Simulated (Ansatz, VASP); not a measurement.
**Si4S: VASP beside Ansatz**

```
Si S
1.0
    -2.85410    2.85410    2.85410
     2.85410   -2.85410    2.85410
     2.85410    2.85410   -2.85410
Si S
4 1
Direct
  0.00000 0.00000 0.50000
  0.00000 0.50000 0.00000
  0.50000 0.00000 0.00000
  0.50000 0.50000 0.50000
  0.00000 0.00000 0.00000
```

Change from the starting cell: species swapped into the CrGa4 type (Im-3m, No. 229).

Alike in both runs: functional PBE; k mesh 4 × 4 × 4; occupations gaussian, width 0.2 eV; no spin polarisation.

Ansatz relaxed the structure, and its values are those at the end. VASP's run is a single point on that final structure, the one shown.

|  | VASP | Ansatz |
| --- | --- | --- |
| version | VASP 6.6.1 | Ansatz 0.2.0 |
| potentials or method | VASP PAW PBE potentials, release 64 (Si, S), cutoff 500 eV | scalar-relativistic, plane waves, PAW |
| valence electrons in the cell | 22 | 22 |

|  | VASP | Ansatz | Ansatz less VASP |
| --- | --- | --- | --- |
| gap on the k mesh at the Fermi level (eV) | none | none | - |
| pressure (GPa) | 0.2 | 0.2 | +0.03 |

A gap of «none» marks a metal or a gap that the smearing closes. With one functional, cell and mesh, what is left measures potentials, basis and numerics.

The k mesh is coarse, so the values compare programs but aren't converged.
